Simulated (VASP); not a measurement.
# MoH4 (P4/mmm) in VASP: further runs

The runs below take MoH4 through relaxation of cell and atoms, with PBE.

All numbers are computed with VASP 6.6.1; they aren't measurements. Logs are shortened: lines on timing, memory, paths and dates and some standing lists are left out, and cuts for length are marked.

### 1 The cell of the first run

The structure is tetragonal, space group P4/mmm (No. 123). The conventional cell has a = 2.783 Å, b = 2.783 Å, c = 5.863 Å, α = 90.00°, β = 90.00°, γ = 90.00°. H (site symmetry 2mm) has 2 Mo at 1.87 Å and 5 H at 1.97 to 2.51 Å within 2.6 Å. Within 2.5 Å of Mo (site symmetry 4/mmm) lie 8 H at 1.87 Å.

### 2 Relaxation of cell and atoms, PBE (atoms taken out)

File INCAR:

```
PREC = Accurate ; ENCUT = 910
EDIFF = 1E-7 ; ISMEAR = 0
SIGMA = 0.1 ; LREAL = False
LASPH = True ; NELM = 120
ALGO = Normal ; ISIF = 3
LWAVE = False ; LCHARG = False
GGA = PE ; IBRION = 2
NSW = 100 ; EDIFFG = -0.01
GGA_COMPAT = False ; NELMIN = 4
```

File KPOINTS:

```
Automatic mesh
0
Gamma
  14 14 6
```

File POSCAR:

```
MoH4
1.0
    2.7831813029      0.0000000000      0.0000000000
    0.0000000000      2.7831813029      0.0000000000
    0.0000000000      0.0000000000      5.8632551558
H Mo
4 1
Direct
    0.5000000000      0.0000000000      0.2138504884
    0.0000000000      0.5000000000      0.7861495116
    0.5000000000      0.0000000000      0.7861495116
    0.0000000000      0.5000000000      0.2138504884
    0.0000000000      0.0000000000      0.0000000000
```

Potentials or basis: VASP PAW PBE potentials, release 64 (H_h, Mo_sv).

Run with:

```
cat potpaw_PBE.64/H_h/POTCAR potpaw_PBE.64/Mo_sv/POTCAR > POTCAR
mpirun -np 1 vasp_std > vasp.out
```

OUTCAR:

```text
PREC = Accurate
   ENCUT = 910
   EDIFF = 1E-7
   ISMEAR = 0
   LREAL = False
   LASPH = True
   NELM = 120
   ISIF = 3
   GGA = PE
   IBRION = 2
   NSW = 100
   EDIFFG = -0.01
   NELMIN = 4

 ion  position               nearest neighbor table
   1  0.500  0.000  0.214-   5 1.87   5 1.87
   2  0.000  0.500  0.786-   5 1.87   5 1.87
   3  0.500  0.000  0.786-   5 1.87   5 1.87
   4  0.000  0.500  0.214-   5 1.87   5 1.87
   5  0.000  0.000  0.000-   1 1.87   2 1.87   3 1.87   4 1.87   2 1.87   4 1.87   1 1.87   3 1.87

  LATTYP: Found a simple tetragonal cell.
 ALAT       =     2.7831813029
 C/A-ratio  =     2.1066738087

  Lattice vectors:

 A1 = (   2.7831813029,   0.0000000000,   0.0000000000)
 A2 = (   0.0000000000,   2.7831813029,   0.0000000000)
 A3 = (   0.0000000000,   0.0000000000,   5.8632551558)

Analysis of symmetry for initial positions (statically):
=====================================================================
 Subroutine PRICEL returns:
 Original cell was already a primitive cell.

 Routine SETGRP: Setting up the symmetry group for a
 simple tetragonal supercell.

 Subroutine GETGRP returns: Found 16 space group operations
 (whereof 16 operations were pure point group operations)
 out of a pool of 16 trial point group operations.

The static configuration has the point symmetry D_4h.

Analysis of symmetry for dynamics (positions and initial velocities):
=====================================================================
 Subroutine PRICEL returns:
 Original cell was already a primitive cell.

 Routine SETGRP: Setting up the symmetry group for a
 simple tetragonal supercell.

 Subroutine GETGRP returns: Found 16 space group operations
 (whereof 16 operations were pure point group operations)
 out of a pool of 16 trial point group operations.

The dynamic configuration has the point symmetry D_4h.

 Subroutine INISYM returns: Found 16 space group operations
 (whereof 16 operations are pure point group operations),
 and found     1 'primitive' translations

----------------------------------------------------------------------------------------

                                     Primitive cell

  volume of cell :      45.4174

  direct lattice vectors                    reciprocal lattice vectors
     2.783181303  0.000000000  0.000000000     0.359301063  0.000000000  0.000000000
     0.000000000  2.783181303  0.000000000     0.000000000  0.359301063  0.000000000
     0.000000000  0.000000000  5.863255156     0.000000000  0.000000000  0.170553724

  length of vectors
     2.783181303  2.783181303  5.863255156     0.359301063  0.359301063  0.170553724

  position of ions in fractional coordinates (direct lattice)
     0.500000000  0.000000000  0.213850488
     0.000000000  0.500000000  0.786149512
     0.500000000  0.000000000  0.786149512
     0.000000000  0.500000000  0.213850488
     0.000000000  0.000000000  0.000000000

  ion indices of the primitive-cell ions
   primitive index   ion index
                 1           1
                 2           2
                 3           3
                 4           4
                 5           5

----------------------------------------------------------------------------------------

 KPOINTS: Automatic mesh

Automatic generation of k-mesh.
 Grid dimensions read from file:
 generate k-points for:   14   14    6

 Generating k-lattice:

  Cartesian coordinates                     Fractional coordinates (reciprocal lattice)
     0.025664362  0.000000000  0.000000000     0.071428571  0.000000000  0.000000000
     0.000000000  0.025664362  0.000000000     0.000000000  0.071428571  0.000000000
     0.000000000  0.000000000  0.028425621     0.000000000  0.000000000  0.166666667

  Length of vectors
     0.025664362  0.025664362  0.028425621

  Shift w.r.t. Gamma in fractional coordinates (k-lattice)
     0.000000000  0.000000000  0.000000000

 Subroutine IBZKPT returns following result:
 ===========================================

 Found    144 irreducible k-points:

 Following reciprocal coordinates:
            Coordinates               Weight
  0.000000  0.000000  0.000000      1.000000
  0.071429  0.000000  0.000000      4.000000
  0.142857  0.000000  0.000000      4.000000
  0.214286  0.000000  0.000000      4.000000
  0.285714  0.000000  0.000000      4.000000
  0.357143  0.000000  0.000000      4.000000
[... 16 lines left out ...]
  0.285714  0.214286  0.000000      8.000000
  0.357143  0.214286  0.000000      8.000000
 [... further k-points ...]
   k-points           NKPTS =    144   k-points in BZ     NKDIM =    144   number of bands    NBANDS=     13
   number of dos      NEDOS =    301   number of ions     NIONS =      5
   total plane-waves  NPLWV =  47040
   dimension x,y,z NGX =    28 NGY =   28 NGZ =   60
   dimension x,y,z NGXF=    56 NGYF=   56 NGZF=  120
   ions per type =               4   1
   NGX,Y,Z   is equivalent  to a cutoff of  16.73, 16.73, 17.01 a.u.
   NGXF,Y,Z  is equivalent  to a cutoff of  33.45, 33.45, 34.02 a.u.
 SYSTEM =  unknown system
   PREC   = accura    normal or accurate (medium, high low for compatibility)
   ISTART =      0    job   : 0-new  1-cont  2-samecut
   ICHARG =      2    charge: 1-file 2-atom 10-const
   ISPIN  =      1    spin polarized calculation?
   LNONCOLLINEAR =      F non collinear calculations
   LSORBIT =      F    spin-orbit coupling
   LASPH  =      T    aspherical Exc in radial PAW
   ENCUT  =  910.0 eV  66.88 Ry    8.18 a.u.   6.85  6.85 14.42*2*pi/ulx,y,z
   NELM   =    120;   NELMIN=  4; NELMDL= -5     # of ELM steps
   EDIFF  = 0.1E-06   stopping-criterion for ELM
   LREAL  =      F    real-space projection
   EDIFFG = -.1E-01   stopping-criterion for IOM
   NSW    =    100    number of steps for IOM
   IBRION =      2    ionic relax: 0-MD 1-quasi-New 2-CG
   NFREE  =      1    steps in history (QN), initial steepest desc. (CG)
   ISIF   =      3    stress and relaxation
   ISYM   =      2    0-nonsym 1-usesym 2-fastsym
   POTIM  = 0.5000    time-step for ionic-motion
   TEBEG  =    0.0;   TEEND  =   0.0 temperature during run
   PSTRESS=    0.0 pullay stress
   NELECT =      18.0000    total number of electrons
   NUPDOWN=      -1.0000    fix difference up-down
   EMIN   =  10.00;   EMAX   =-10.00  energy-range for DOS
   EFERMI =   0.00;   METHOD = LEGACY
   ISMEAR =     0;   SIGMA  =   0.10  broadening in eV -4-tet -1-fermi 0-gaus
   EFERMI_NEDOS =   21; number of points for ismear=-14 and -15
   IALGO  =     38    algorithm
   IMIX   =      4    mixing-type and parameters
     AMIX     =   0.40;   BMIX     =  1.00
     AMIX_MAG =   1.60;   BMIX_MAG =  1.00
  volume/ion in A,a.u.               =       9.08        61.30
  Fermi-wavevector in a.u.,A,eV,Ry     =   1.202518  2.272430 19.674712  1.446051
  Thomas-Fermi vector in A             =   2.338297
   LORBIT       =      0    0 simple, 1 ext, 2 COOP (PROOUT), +10 PAW based schemes
   GGA     = PE    functional components
   LHFCALC =     F    Hartree Fock is set to
   AEXX    =    0.0000 exact exchange contribution
   IVDW    =     0    specifies the selected vdW correction
   LEPSILON=     F    determine dielectric tensor
   LRPA    =     F    only Hartree local field effects (RPA)
 conjugate gradient relaxation of ions
 non-spin polarized calculation
 Gauss-broadening in eV      SIGMA  =   0.10
  energy-cutoff  :      910.00
  volume of cell :       45.42
 maximum number of plane-waves:      2876
 NGX is ok and might be reduce to    28
   NGX = 13   NGY = 13   NGZ = 29

--------------------------------------- Ionic step        1  -------------------------------------------

 number of electron      17.9999999 magnetization

 Free energy of the ion-electron system (eV)
  ---------------------------------------------------
  ext. energy  EPLUGINS =         0.00000000
  ---------------------------------------------------
  free energy    TOTEN  =       -23.20514829 eV

  energy without entropy =      -23.20163521  energy(sigma->0) =      -23.20339175

------------------------ aborting loop because EDIFF is reached ----------------------------------------

  FORCE on cell =-STRESS in cart. coord.  units (eV):
  Direction    XX          YY          ZZ          XY          YZ          ZX
  --------------------------------------------------------------------------------------
  -------------------------------------------------------------------------------------
  Total        0.0446098      0.0446098     -0.1628803      0.0000000     -0.0000000      0.0000000
  in kB        1.5736883      1.5736883     -5.7458903      0.0000000     -0.0000000      0.0000000
  external PRESSURE =      -0.8661712 kB  Pullay stress =       0.0000000 kB
[... 141 lines left out ...]
  energy  without entropy=      -23.2022053621  energy(sigma->0) =      -23.20390966

--------------------------------------- Ionic step        5  -------------------------------------------

 number of electron      17.9999999 magnetization

 Free energy of the ion-electron system (eV)
  ---------------------------------------------------
  ext. energy  EPLUGINS =         0.00000000
  ---------------------------------------------------
  free energy    TOTEN  =       -23.20573494 eV

  energy without entropy =      -23.20233898  energy(sigma->0) =      -23.20403696

 E-fermi :   2.1073     XC(G=0):  -8.9602

 val. band max:        2.0971368112   @ k =   0.1429   0.0000   0.0000
 cond. band min:       2.1350318297   @ k =   0.4286   0.2143   0.0000
 fundamental gap:      0.0378950186
 Fermi energy:         2.1073055095

 k-point     1 :       0.0000    0.0000    0.0000
  band No.  band energies     occupation
      1     -58.9354      2.00000
      2     -32.9615      2.00000
      3     -32.6263      2.00000
      4     -32.6263      2.00000
      5      -6.2207      2.00000
      6      -2.9597      2.00000
      7      -2.6546      2.00000
      8      -0.3868      2.00000
      9       3.2616      0.00000
     10       3.2616      0.00000
     11       4.9681      0.00000
     12       5.7757      0.00000
     13       7.3827      0.00000
[... 353 lines left out ...]
 k-point    24 :       0.3571    0.2143    0.0000
  band No.  band energies     occupation
      1     -58.8268      2.00000
      2     -33.2641      2.00000
      3     -32.8896      2.00000
      4     -32.8211      2.00000
      5      -3.2163      2.00000
      6      -3.0112      2.00000
      7      -1.0018      2.00000
      8      -0.6555      2.00000
      9       0.9925      2.00000
     10       2.4328      0.00000
     11       5.6379      0.00000
     12       6.6506      0.00000
     13       9.5899      0.00000

 [... further k-points ...]

------------------------ aborting loop because EDIFF is reached ----------------------------------------

  FORCE on cell =-STRESS in cart. coord.  units (eV):
  Direction    XX          YY          ZZ          XY          YZ          ZX
  --------------------------------------------------------------------------------------
  -------------------------------------------------------------------------------------
  Total        0.0040011      0.0040011     -0.0080500      0.0000000     -0.0000000      0.0000000
  in kB        0.1410543      0.1410543     -0.2837904      0.0000000     -0.0000000      0.0000000
  external PRESSURE =      -0.0005606 kB  Pullay stress =       0.0000000 kB
[... 20 lines left out ...]
  FREE ENERGIE OF THE ION-ELECTRON SYSTEM (eV)
  ---------------------------------------------------
  free  energy   TOTEN  =       -23.2057349399 eV

  energy  without entropy=      -23.2023389774  energy(sigma->0) =      -23.20403696

 reached required accuracy - stopping structural energy minimisation
```

Run time: 3.1 min. Hardware: 1 thread of Intel Xeon 6975P-C (Granite Rapids), shared host; peak memory 0.34 GiB.

Results:

```yaml
Free_energy: -23.2057 eV
Relaxed_volume: 9.09 Å³/atom
Relaxed_cell: a = 2.789 Å, b = 2.789 Å, c = 5.842 Å, α = 90.00°, β = 90.00°, γ = 90.00°
Space_group_after_relaxing_to_0.1_Å: P4/mmm (No. 123)
Energy_gained_by_relaxing: 0.1 meV/atom
Ionic_steps: 5
Pressure_after_relaxing: 0.0 GPa
Band_gap_on_the_k_mesh: zero (bands 9 and 10 overlap by 1.50 eV)
```

Forces in eV/Å, atoms in the order of the input:
```
H    0.000  0.000  0.003
H    0.000  0.000 -0.003
H    0.000  0.000 -0.003
H    0.000  0.000  0.003
Mo   0.000  0.000  0.000
```

The path:
| step | energy change (eV) | largest force (eV/Å) | pressure (GPa) | volume (Å³) |
| --- | --- | --- | --- | --- |
| 1 | 0.0000 | 0.0297 | -0.09 | 45.42 |
| 2 | -0.0004 | 0.0102 | 0.06 | 45.39 |
| 3 | -0.0005 | 0.0053 | 0.21 | 45.36 |
| 4 | -0.0005 | 0.0086 | 0.25 | 45.35 |
| 5 | -0.0006 | 0.0028 | 0.00 | 45.45 |

Final structure:
```
CELL_PARAMETERS angstrom
2.78915 0.00000 0.00000
0.00000 2.78915 0.00000
0.00000 0.00000 5.84201
ATOMIC_POSITIONS crystal
H 0.50000 0.00000 0.21334
H 0.00000 0.50000 0.78666
H 0.50000 0.00000 0.78666
H 0.00000 0.50000 0.21334
Mo 0.00000 0.00000 0.00000
```

Levels at points of the mesh, in eV from the Fermi level:
| k point | band 6 | band 7 | band 8 | band 9 | band 10 | band 11 | band 12 | band 13 |
| --- | --- | --- | --- | --- | --- | --- | --- | --- |
| (0.00, 0.00, 0.00) | -5.07 | -4.76 | -2.49 | 1.15 | 1.15 | 2.86 | 3.67 | 5.28 |
| (0.50, 0.00, 0.00) | -5.47 | -3.16 | -1.31 | -1.28 | 0.58 | 1.59 | 5.22 | 6.99 |
| (0.50, 0.50, 0.00) | -4.86 | -3.68 | -1.12 | -1.12 | 0.70 | 4.32 | 8.19 | 8.21 |
| (0.00, 0.00, 0.50) | -5.47 | -4.76 | -2.30 | 1.15 | 1.15 | 2.86 | 3.59 | 6.26 |
| (0.50, 0.00, 0.50) | -5.40 | -2.99 | -1.63 | -1.15 | 0.58 | 1.59 | 5.45 | 5.78 |
| (0.50, 0.50, 0.50) | -4.90 | -3.68 | -0.98 | -0.98 | 0.77 | 4.32 | 7.51 | 7.51 |

Caveat: the cell differs from its parent crystal (atoms taken out).

(Part 1 of 2 ends here.)
